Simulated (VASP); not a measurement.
Input of a VASP 6.6.1 run:

POSCAR

```
CaO
1.0
    0.0000000000      2.3975473891      2.3975473891
    2.3975473891      0.0000000000      2.3975473891
    2.3975473891      2.3975473891      0.0000000000
Ca O
1 1
Direct
    0.0000000000      0.0000000000      0.0000000000
    0.5000000000      0.5000000000      0.5000000000
```

Contents of INCAR.step1:

```
PREC = Accurate
ENCUT = 520
ISMEAR = 0
SIGMA = 0.01
LREAL = False
LASPH = True
NELM = 100
NBANDS = 15
GGA = PE
ALGO = Normal
EDIFF = 1E-4
LWAVE = True
LCHARG = False
```

Contents of INCAR.step2:

```
PREC = Accurate
ENCUT = 520
EDIFF = 1E-6
ISMEAR = 0
SIGMA = 0.01
LREAL = False
LASPH = True
NELM = 100
ALGO = Normal
ISIF = 2
LWAVE = False
LCHARG = True
METAGGA = R2SCAN
LMIXTAU = True
LELF = True
LVHAR = True
NBANDS = 15
ISTART = 1
```

Contents of KPOINTS:

```
regular mesh
0
Gamma
  4 4 4
```

Potentials or basis: VASP PAW PBE potentials, release 64 (Ca_sv, O).

Command:

```console
$ cat potpaw_PBE.64/Ca_sv/POTCAR potpaw_PBE.64/O/POTCAR > POTCAR
$ cp INCAR.step1 INCAR
$ mpirun -np 1 vasp_std > vasp.out
$ cp INCAR.step2 INCAR
$ mpirun -np 1 vasp_std > vasp.out
```

Predict the pressure.

1.1 GPa.

What does it give for the band gap on the k mesh?

4.18 eV, indirect (least direct gap 4.55 eV).

Caveat: the k points lie up to 0.57 Å⁻¹ apart; the PAW data sets were made with another functional, which shifts forces and pressure a little. r2SCAN opens gaps a little over a GGA but as a rule still falls short of measured ones.
